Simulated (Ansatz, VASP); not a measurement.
## B in VASP and in Ansatz

```xyz
3
Lattice="-1.7835 1.7835 1.7835 1.7835 -1.7835 1.7835 1.7835 1.7835 -1.7835" Properties=species:S:1:pos:R:3 pbc="T T T"
B     1.7835    0.0000    0.0000
B     0.0000    1.7835    0.0000
B     0.0000    0.0000    1.7835
```

Alike in both runs: functional PBE; k mesh 6 × 6 × 6; occupations gaussian, width 0.1 eV; no spin polarisation.

Ansatz relaxed the structure, and its values are those at the end. VASP's run is a single point on that final structure, the one shown.

|  | VASP | Ansatz |
| --- | --- | --- |
| version | VASP 6.6.1 | Ansatz 0.2.0 |
| potentials or method | VASP PAW PBE potentials, release 64 (B), cutoff 520 eV | scalar-relativistic, plane waves, PAW |
| valence electrons in the cell | 9 | 9 |

|  | VASP | Ansatz | Ansatz less VASP |
| --- | --- | --- | --- |
| gap on the k mesh at the Fermi level (eV) | none | none | - |
| pressure (GPa) | -0.2 | -0.2 | +0.01 |

A gap of «none» marks a metal or a gap that the smearing closes. With one functional, cell and mesh, what is left measures potentials, basis and numerics.

The k mesh is coarse, so the values compare programs but aren't converged.
